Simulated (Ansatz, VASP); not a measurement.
**Two plane-wave programs on BN**

```
B N
1.0
     2.51219    0.00000    0.00000
    -1.25610    2.17562    0.00000
     0.00000    0.00000    8.33406
B N
2 2
Direct
  0.66667 0.33333 0.25000
  0.33333 0.66667 0.75000
  0.33333 0.66667 0.25000
  0.66667 0.33333 0.75000
```

Alike in both runs: task relaxation of cell and atoms; functional PBE; k mesh 12 × 12 × 4; occupations gaussian, width 0.02 eV; no spin polarisation.

|  | VASP | Ansatz |
| --- | --- | --- |
| version | VASP 6.6.1 | Ansatz 0.2.0 |
| potentials or method | VASP PAW PBE potentials, release 64 (B, N), cutoff 600 eV | scalar-relativistic, plane waves, PAW |
| valence electrons in the cell | 16 | 16 |

```tsv
	VASP	Ansatz	Ansatz less VASP
gap on the k mesh at the Fermi level, each at its own relaxed structure (eV)	4.51	4.40	-0.104
relaxed volume (Å³/atom)	10.72	11.39	+0.671
relaxed cell length with the largest relative difference (Å)	7.846	8.334	+0.4880
```

One of these differences is far larger than is usual between the two programs; its cause wasn't traced.
